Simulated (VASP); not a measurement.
Wanted: the native input for a VASP 6.6.1 run.

* Task: single point
* Functional: r2SCAN
* Potentials or basis: VASP PAW PBE potentials, release 64 (Zr_sv)
* Cutoff: 520 eV
* k mesh: 12 × 12 × 8
* Occupations: gaussian, width 0.1 eV
* Spin: no spin polarisation
* Dipole correction: no
* Further INCAR settings: ALGO = Normal; EDIFF = 1e-06; NBANDS = 19

Zr:

```xyz
2
Lattice="3.2450 0.0000 0.0000 -1.6225 2.8103 0.0000 0.0000 0.0000 5.1562" Properties=species:S:1:pos:R:3 pbc="T T T"
Zr    0.0000    1.8735    1.2890
Zr    1.6225    0.9368    3.8671
```

These files were run (other wordings do the same):

POSCAR

```
Zr
1.0
    3.2450144690      0.0000000029      0.0000000000
   -1.6225072370      2.8102649643      0.0000000000
    0.0000000000      0.0000000000      5.1561680658
Zr
2
Direct
    0.3333333333      0.6666666667      0.2500000000
    0.6666666667      0.3333333333      0.7500000000
```

INCAR.step1

```
PREC = Accurate
ENCUT = 520
ISMEAR = 0
SIGMA = 0.1
LREAL = F
LASPH = T
NELM = 80
NBANDS = 19
GGA = PE
ALGO = Normal
EDIFF = 1E-4
LWAVE = T
LCHARG = F
```

INCAR.step2

```
PREC = Accurate
ENCUT = 520
EDIFF = 1E-6
ISMEAR = 0
SIGMA = 0.1
LREAL = F
LASPH = T
NELM = 80
ALGO = Normal
ISIF = 2
LWAVE = F
LCHARG = F
METAGGA = R2SCAN
LMIXTAU = T
NBANDS = 19
ISTART = 1
```

KPOINTS

```
Automatic mesh
0
Gamma
  12 12 8
```

Potentials or basis: VASP PAW PBE potentials, release 64 (Zr_sv).

Launch:

```console
$ cat potpaw_PBE.64/Zr_sv/POTCAR > POTCAR
$ cp INCAR.step1 INCAR
$ mpirun -np 1 vasp_std > vasp.out
$ cp INCAR.step2 INCAR
$ mpirun -np 1 vasp_std > vasp.out
```

Results of the run:

The pressure is 0.0 GPa and the band gap on the k mesh is zero (band 12 reaches 9.90 eV, above the bottom of band 13 at 8.72 eV).

Caveat: the PAW data sets were made with another functional, which shifts forces and pressure a little.

Wall time 2.5 min on 1 thread of Intel(R) Xeon(R) Platinum 8488C (Sapphire Rapids), with other jobs on the host, peak memory 0.21 GiB.
